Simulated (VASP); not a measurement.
## CoO: single point with PBE

Crystal: CoO.

```
Co O
1.0
    -1.49690    1.49690    2.11594
     1.49690   -1.49690    2.11594
     1.49690    1.49690   -2.11594
Co O
1 1
Direct
  0.00000 0.00000 0.00000
  0.50000 0.50000 0.00000
```

```yaml
Program: VASP 6.6.1
Task: single point
Functional: PBE
Potentials_or_basis: VASP PAW PBE potentials, release 64 (Co, O)
Cutoff: 520 eV
k_mesh: 6 × 6 × 6
Occupations: gaussian, width 0.1 eV
Spin: collinear spin, ferromagnetic start
Starting_moments: "[2.73, 0.35] μB"
```

```json
{"Pressure": "-0.5 GPa", "Net moment": "2.72 μB per cell", "Site moments": "Co +2.43; O +0.24 μB", "Valence electrons inside the program's atomic spheres": "Co 7.83; O 4.98"}
```

Levels at points of the mesh, in eV from the Fermi level:
Spin up:
```tsv
k point	band 6	band 7	band 8	band 9	band 10	band 11	band 12	band 13
(0.00, 0.00, 0.00)	-3.18	-2.99	-2.99	-2.98	1.10	16.92	18.30	18.30
(0.50, 0.00, 0.00)	-2.23	-1.69	0.20	0.20	5.12	9.52	13.58	13.59
(0.50, 0.50, 0.00)	-2.81	-2.28	-1.94	-1.93	6.02	9.93	11.80	15.98
(0.50, 0.50, 0.50)	-2.81	-2.28	-1.94	-1.94	6.02	9.94	11.80	15.97
```
Spin down:
```
           k point  band 2  band 3  band 4  band 5  band 6  band 7  band 8  band 9  band 10  band 11
(0.00, 0.00, 0.00)   -2.76   -2.76   -2.76   -1.15   -1.15   -1.15    0.03    0.03     1.60    16.84
(0.50, 0.00, 0.00)   -7.79   -4.83   -4.83   -0.15   -0.15    0.15    2.69    2.70     5.38    10.23
(0.50, 0.50, 0.00)   -6.60   -4.02   -4.01   -2.31    0.11    0.11    0.51    0.99     6.83    10.33
(0.50, 0.50, 0.50)   -6.60   -4.01   -4.01   -2.31    0.11    0.11    0.51    0.99     6.83    10.34
```

It took 44 s on 1 thread of Intel Xeon 8259CL (shared host), peak memory 0.16 GiB.

Caveat: the k points lie up to 0.43 Å⁻¹ apart; a cell with one magnetic atom can't hold antiferromagnetic order, which such compounds often take; semilocal functionals often make such compounds metallic where correlation or magnetic order opens a gap, which also shifts bond lengths. With open d or f shells a metallic result of PBE can be an artefact of self-interaction; +U or a hybrid may open a gap.
